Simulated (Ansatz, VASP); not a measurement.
**Two plane-wave programs on In2BAs3**

```
CELL_PARAMETERS angstrom
4.26412 0.00000 0.00000
-2.13206 3.69284 0.00000
0.00000 0.00000 8.95641
ATOMIC_POSITIONS crystal
In 0.66667 0.33333 0.24787
In 0.66667 0.33333 0.75213
B 0.00000 0.00000 0.00000
As 0.00000 0.00000 0.50000
As 0.33333 0.66667 0.00000
As 0.33333 0.66667 0.50000
```

Change from the starting cell: species swapped into the Eu2Si3Au type (P-6m2, No. 187).

Alike in both runs: task single point; functional PBE; k mesh 6 × 6 × 2; occupations gaussian, width 0.1 eV; no spin polarisation.

```csv
,VASP,Ansatz
version,VASP 6.6.1,Ansatz 0.2.0
potentials or method,"VASP PAW PBE potentials, release 64 (In_d, B, As), cutoff 520 eV","scalar-relativistic, plane waves, PAW"
valence electrons in the cell,44,74
```

VASP gave:

```
gap on the k mesh at the Fermi level (eV)                     : none
pressure (GPa)                                                : -0.2
traceless stress, the component that is largest in VASP (GPa) : 0.38
rms of the force components (eV/Å)                            : 0.126
```

What did Ansatz give for the same quantities?

gap on the k mesh at the Fermi level (eV): none; pressure (GPa): -0.3; traceless stress, the component that is largest in VASP (GPa): 0.48; rms of the force components (eV/Å): 0.125.

Atom by atom the forces differ by 0.001 eV/Å (rms over components). A gap of «none» marks a metal or a gap that the smearing closes. With one functional, cell and mesh, what is left measures potentials, basis and numerics. VASP's potentials hold 44 valence electrons a cell and Ansatz's 74, so a difference there can come from the potentials and not from the codes.
